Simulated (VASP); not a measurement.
Set up this calculation in VASP 6.6.1, as the native input.

| Quantity | Value |
| --- | --- |
| Task | single point |
| Functional | PBE |
| Potentials or basis | VASP PAW PBE potentials, release 64 (Pr, Bi_d, C) |
| Cutoff | 520 eV |
| k mesh | 4 × 4 × 4 |
| Occupations | gaussian, width 0.1 eV |
| Spin | no spin polarisation |
| Dipole correction | no |
| Further INCAR settings | ALGO = Normal; EDIFF = 1e-06; NBANDS = 23 |

The structure of PrBiC lies in POSCAR:

```
PrBiC
1.0
    3.7921047000      0.0000000000      0.0000000000
    0.0000000000      3.7921047000      0.0000000000
    0.0000000000      0.0000000000      6.2864348700
Pr Bi C
1 1 1
Direct
    0.5000000000      0.5000000000      0.0000000000
    0.5000000000      0.5000000000      0.5000000000
    0.0000000000      0.0000000000      0.0000000000
```

The input as run:

INCAR

```
  PREC = Accurate
  ENCUT = 520
  EDIFF = 1E-6
  ISMEAR = 0
  SIGMA = 0.1
  LREAL = False
  LASPH = True
  NELM = 60
  ALGO = Normal
  ISIF = 2
  LWAVE = False
  LCHARG = False
  GGA = PE
  NBANDS = 23
```

KPOINTS

```
regular mesh
0
Gamma
  4 4 4
```

Potentials or basis: VASP PAW PBE potentials, release 64 (Pr, Bi_d, C).

Launch:

```sh
$ cat potpaw_PBE.64/Pr/POTCAR potpaw_PBE.64/Bi_d/POTCAR potpaw_PBE.64/C/POTCAR > POTCAR
$ mpirun -np 1 vasp_std > vasp.out
```

Results of the run:

The pressure is -8.4 GPa. The band gap on the k mesh is zero (band 16 reaches 3.96 eV, above the bottom of band 17 at 3.76 eV).

Caveat: the k points lie up to 0.41 Å⁻¹ apart; spin-orbit coupling is left out, which moves the levels of the heavy elements; without U or exact exchange the open f shell lies at the Fermi level, which spoils levels, moments and volumes.

Run time: 38 s on 1 thread of Intel(R) Xeon(R) 6975P-C (Granite Rapids), on a shared host, peak memory 0.21 GiB.
